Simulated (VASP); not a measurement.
Wanted: the native input for a VASP 6.6.1 run.

```yaml
Task: single point
Functional: LDA
Potentials_or_basis: VASP PAW LDA potentials, release 64 (Si, O)
Cutoff: 520 eV
k_mesh: 6 × 6 × 6
Occupations: gaussian, width 0.02 eV
Spin: no spin polarisation
Dipole_correction: no
Further_INCAR_settings: ALGO = Normal; EDIFF = 1e-06; NBANDS = 44
```

The structure of SiO2 lies in POSCAR:

```
SiO2
1.0
    0.0000000000      4.6987278168      7.3418644369
    2.3472040834      0.0000000000      7.3418644369
    2.3472040834      4.6987278168      0.0000000000
Si O
4 8
Direct
    0.5630813687      0.5630813687      0.9369186313
    0.3130813687      0.3130813687      0.6869186313
    0.6869186313      0.6869186313      0.3130813687
    0.9369186313      0.9369186313      0.5630813687
    0.6250000000      0.1250000000      0.6250000000
    0.6250000000      0.6250000000      0.1250000000
    0.6250000000      0.6250000000      0.6250000000
    0.1250000000      0.6250000000      0.6250000000
    0.1856430184      0.8143569816      0.1856430184
    0.8143569816      0.1856430184      0.8143569816
    0.4356430184      0.0643569816      0.4356430184
    0.0643569816      0.4356430184      0.0643569816
```

One way to write it, as run:

INCAR

```
SYSTEM = SiO2
PREC = Accurate
ENCUT = 520
EDIFF = 1E-6
ISMEAR = 0
SIGMA = 0.02
LREAL = .FALSE.
LASPH = .TRUE.
NELM = 60
ALGO = Normal
ISIF = 2
LWAVE = .FALSE.
LCHARG = .TRUE.
GGA = CA
LELF = .TRUE.
LVHAR = .TRUE.
NBANDS = 44
```

KPOINTS

```
regular mesh
0
G
  6 6 6
  0 0 0
```

Potentials or basis: VASP PAW LDA potentials, release 64 (Si, O).

Command:

```sh
$ cat potpaw_LDA.64/Si/POTCAR potpaw_LDA.64/O/POTCAR > POTCAR
$ mpirun -np 1 vasp_std > vasp.out
```

Results of the run:

```yaml
Pressure: 0.6 GPa
Largest_force: 0.037 eV/Å
Band_gap_on_the_k_mesh: 5.60 eV
```

Wall time 13 min on 1 thread of AMD EPYC 7R43 64-Core Processor (Zen 3), on a shared host, peak memory 0.41 GiB.
